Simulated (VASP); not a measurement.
# BaS (F-43m) in VASP: further runs, part 2 of 2

VASP 6.6.1. Earlier steps stand in the parts before.

## Step 3: Single point, PBE (Be replaced by Ba, lengths x 1.355, strained)

INCAR

```
PREC = Accurate ; ENCUT = 500
EDIFF = 1E-6 ; ISMEAR = 0
SIGMA = 0.02 ; LREAL = F
LASPH = T ; NELM = 120
ALGO = Normal ; ISIF = 2
LWAVE = F ; LCHARG = T
GGA = PE ; LELF = T
LVHAR = T ; NBANDS = 15
GGA_COMPAT = F
```

KPOINTS

```
Automatic mesh
0
Gamma
  6 6 6
```

POSCAR

```
BaS
1.0
    0.0000000000      3.3284183313      3.3284183313
    3.3284183313      0.0000000000      3.3284183313
    3.3284183313      3.3284183313      0.0000000000
Ba S
1 1
Direct
    0.0000000000      0.0000000000      0.0000000000
    0.7500000000      0.7500000000      0.7500000000
```

Potentials or basis: VASP PAW PBE potentials, release 64 (Ba_sv, S).

Started as:

```bash
$ cat potpaw_PBE.64/Ba_sv/POTCAR potpaw_PBE.64/S/POTCAR > POTCAR
$ mpirun -np 1 vasp_std > vasp.out
```

OUTCAR:

```text
PREC = Accurate
   ENCUT = 500
   EDIFF = 1E-6
   ISMEAR = 0
   LREAL = F
   LASPH = T
   NELM = 120
   ISIF = 2
   GGA = PE

 ion  position               nearest neighbor table
   1  0.000  0.000  0.000-   2 2.88   2 2.88   2 2.88   2 2.88
   2  0.750  0.750  0.750-   1 2.88   1 2.88   1 2.88   1 2.88

  LATTYP: Found a face centered cubic cell.
 ALAT       =     6.6568366626

  Lattice vectors:

 A1 = (   0.0000000000,   3.3284183313,   3.3284183313)
 A2 = (   3.3284183313,   0.0000000000,   3.3284183313)
 A3 = (   3.3284183313,   3.3284183313,   0.0000000000)

Analysis of symmetry for initial positions (statically):
=====================================================================
 Subroutine PRICEL returns:
 Original cell was already a primitive cell.

 Routine SETGRP: Setting up the symmetry group for a
 face centered cubic supercell.

 Subroutine GETGRP returns: Found 24 space group operations
 (whereof 24 operations were pure point group operations)
 out of a pool of 48 trial point group operations.

The static configuration has the point symmetry T_d .

Analysis of symmetry for dynamics (positions and initial velocities):
=====================================================================
 Subroutine PRICEL returns:
 Original cell was already a primitive cell.

 Routine SETGRP: Setting up the symmetry group for a
 face centered cubic supercell.

 Subroutine GETGRP returns: Found 24 space group operations
 (whereof 24 operations were pure point group operations)
 out of a pool of 48 trial point group operations.

The dynamic configuration has the point symmetry T_d .

 Subroutine INISYM returns: Found 24 space group operations
 (whereof 24 operations are pure point group operations),
 and found     1 'primitive' translations

----------------------------------------------------------------------------------------

                                     Primitive cell

  volume of cell :      73.7469

  direct lattice vectors                    reciprocal lattice vectors
     0.000000000  3.328418331  3.328418331    -0.150221502  0.150221502  0.150221502
     3.328418331  0.000000000  3.328418331     0.150221502 -0.150221502  0.150221502
[... 111 lines left out ...]
 maximum number of plane-waves:      1895
 NGX is ok and might be reduce to    36
   NGX = 17   NGY = 17   NGZ = 17

 number of electron      16.0000000 magnetization

 Free energy of the ion-electron system (eV)
  ---------------------------------------------------
  ext. energy  EPLUGINS =         0.00000000
  ---------------------------------------------------
  free energy    TOTEN  =        -9.45216218 eV

  energy without entropy =       -9.45216218  energy(sigma->0) =       -9.45216218

 E-fermi :   0.7628     XC(G=0):  -7.8150

 val. band max:        0.6035896836   @ k =   0.5000   0.5000   0.0000
 cond. band min:       3.5852632732   @ k =   0.0000   0.0000   0.0000
 fundamental gap:      2.9816735896
 Fermi energy:         0.7628376334

 k-point     1 :       0.0000    0.0000    0.0000
  band No.  band energies     occupation
      1     -25.0845      2.00000
      2     -10.3051      2.00000
      3     -10.3051      2.00000
      4     -10.3051      2.00000
      5      -9.6001      2.00000
      6      -0.4362      2.00000
      7      -0.4362      2.00000
      8      -0.4362      2.00000
      9       3.5853      0.00000
     10       5.8015      0.00000
     11       5.8015      0.00000
     12       8.1111      0.00000
     13       8.1111      0.00000
     14       8.1111      0.00000
[... 257 lines left out ...]
      2     -11.6281      2.00000
      3     -10.5586      2.00000
      4     -10.4991      2.00000
      5      -8.0762      2.00000
      6      -0.5248      2.00000
      7       0.2216      2.00000
      8       0.5995      2.00000
      9       4.0045      0.00000
     10       5.0501      0.00000
     11       6.9560      0.00000
     12       7.4404      0.00000
     13       8.6219      0.00000
     14      10.2009      0.00000
     15      10.4668      0.00000

------------------------ aborting loop because EDIFF is reached ----------------------------------------

  FORCE on cell =-STRESS in cart. coord.  units (eV):
  Direction    XX          YY          ZZ          XY          YZ          ZX
  --------------------------------------------------------------------------------------
  -------------------------------------------------------------------------------------
  Total        3.2953173      3.2953173      3.2953173      0.0000000      0.0000000      0.0000000
  in kB       71.5919367     71.5919367     71.5919367      0.0000000      0.0000000      0.0000000
  external PRESSURE =      71.5919367 kB  Pullay stress =       0.0000000 kB

 VOLUME and BASIS-vectors are now :
 -----------------------------------------------------------------------------
  energy-cutoff  :      500.00
  volume of cell :       73.75
      direct lattice vectors                 reciprocal lattice vectors
     0.000000000  3.328418331  3.328418331    -0.150221502  0.150221502  0.150221502
     3.328418331  0.000000000  3.328418331     0.150221502 -0.150221502  0.150221502
     3.328418331  3.328418331  0.000000000     0.150221502  0.150221502 -0.150221502

 POSITION                                       TOTAL-FORCE (eV/Angst)
 -----------------------------------------------------------------------------------
      0.00000      0.00000      0.00000         0.000000      0.000000      0.000000
      4.99263      4.99263      4.99263        -0.000000     -0.000000     -0.000000
 -----------------------------------------------------------------------------------
    total drift:                                0.000000      0.000000      0.000000

  FREE ENERGIE OF THE ION-ELECTRON SYSTEM (eV)
  ---------------------------------------------------
  free  energy   TOTEN  =        -9.4521621758 eV

  energy  without entropy=       -9.4521621758  energy(sigma->0) =       -9.45216218
```

Run time: 25 s. Hardware: 1 thread of Intel Xeon 8259CL, shared host; peak memory 0.21 GiB.

Results:

```
Free energy            : -9.4522 eV
Pressure               : 7.2 GPa
Band gap on the k mesh : 2.98 eV (least direct gap 3.40 eV)
```

Caveat: the cell differs from its parent crystal (Be replaced by Ba, lengths x 1.355, strained); the cell stands under pressure; spin-orbit coupling is left out, which moves the levels of the heavy elements. A k mesh can miss the band edges.
